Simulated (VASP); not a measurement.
Set up this calculation in VASP 6.6.1, as the native input.

```yaml
Task: single point
Functional: r2SCAN
Potentials_or_basis: VASP PAW PBE potentials, release 64 (Na_pv, I)
Cutoff: 520 eV
k_mesh: 6 × 6 × 6
Occupations: fermi-dirac, width 0.02 eV
Spin: no spin polarisation
Dipole_correction: no
Further_INCAR_settings: ALGO = Normal; EDIFF = 1e-06; NBANDS = 22
```

The system is NaI.

```
CELL_PARAMETERS angstrom
-2.21451 2.21451 8.11286
2.21451 -2.21451 8.11286
2.21451 2.21451 -8.11286
ATOMIC_POSITIONS crystal
Na 0.25000 0.75000 0.50000
Na 0.50000 0.50000 0.00000
I 0.75000 0.25000 0.50000
I 0.00000 0.00000 0.00000
```

One way to write it, as run:

POSCAR

```
NaI
1.0
   -2.2145130000      2.2145130000      8.1128588400
    2.2145130000     -2.2145130000      8.1128588400
    2.2145130000      2.2145130000     -8.1128588400
Na I
2 2
Direct
    0.2500000000      0.7500000000      0.5000000000
    0.5000000000      0.5000000000      0.0000000000
    0.7500000000      0.2500000000      0.5000000000
    0.0000000000      0.0000000000      0.0000000000
```

INCAR.step1

```
SYSTEM = NaI
PREC = Accurate ; ENCUT = 520
ISMEAR = -1 ; SIGMA = 0.02
LREAL = .FALSE. ; LASPH = .TRUE.
NELM = 60 ; NBANDS = 22
GGA = PE ; ALGO = Normal
EDIFF = 1E-4 ; LWAVE = .TRUE.
LCHARG = .FALSE.
```

INCAR.step2

```
SYSTEM = NaI
PREC = Accurate ; ENCUT = 520
EDIFF = 1E-6 ; ISMEAR = -1
SIGMA = 0.02 ; LREAL = .FALSE.
LASPH = .TRUE. ; NELM = 60
ALGO = Normal ; ISIF = 2
LWAVE = .FALSE. ; LCHARG = .FALSE.
METAGGA = R2SCAN ; LMIXTAU = .TRUE.
NBANDS = 22 ; ISTART = 1
```

KPOINTS

```
regular mesh
0
G
  6 6 6
  0 0 0
```

Potentials or basis: VASP PAW PBE potentials, release 64 (Na_pv, I).

The run is started by

```console
$ cat potpaw_PBE.64/Na_pv/POTCAR potpaw_PBE.64/I/POTCAR > POTCAR
$ cp INCAR.step1 INCAR
$ mpirun -np 1 vasp_std > vasp.out
$ cp INCAR.step2 INCAR
$ mpirun -np 1 vasp_std > vasp.out
```

Results of the run:

```
Pressure               : -0.3 GPa
Band gap on the k mesh : 3.60 eV (least direct gap 3.64 eV)
```

Caveat: the PAW data sets were made with another functional, which shifts forces and pressure a little; spin-orbit coupling is left out, which moves the levels of the heavy elements.

Run time: 39 min on 1 thread of Intel(R) Xeon(R) Platinum 8259CL CPU @ 2.50GHz (Skylake/Cascade Lake) (shared host), peak memory 0.8 GiB.
